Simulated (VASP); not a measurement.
A run of VASP 6.6.1:

The input INCAR:

```
ALGO = Normal
EDIFF = 1E-6
ENCUT = 520
GGA = PE
ISIF = 2
ISMEAR = 0
LASPH = T
LCHARG = F
LREAL = F
LWAVE = F
NBANDS = 16
NELM = 60
PREC = Accurate
SIGMA = 0.02
```

KPOINTS

```
k-points
0
Gamma
  10 10 10
```

Contents of POSCAR:

```
ZnS
1.0
    0.0000000000      2.7211543014      2.7211543014
    2.7211543014      0.0000000000      2.7211543014
    2.7211543014      2.7211543014      0.0000000000
Zn S
1 1
Direct
    0.0000000000      0.0000000000      0.0000000000
    0.7500000000      0.7500000000      0.7500000000
```

Potentials or basis: VASP PAW PBE potentials, release 64 (Zn, S).

Launch:

```console
$ cat potpaw_PBE.64/Zn/POTCAR potpaw_PBE.64/S/POTCAR > POTCAR
$ mpirun -np 1 vasp_std > vasp.out
```

Hardware: 1 thread of Intel(R) Xeon(R) Platinum 8259CL CPU @ 2.50GHz (Skylake/Cascade Lake) (shared host).

**Question.** Estimate the wall time of this run.

**Answer.** Wall time 36 s on 1 thread of Intel(R) Xeon(R) Platinum 8259CL CPU @ 2.50GHz (Skylake/Cascade Lake), on a shared host, peak memory 0.18 GiB. Counts: scf iterations 12, k points 47.
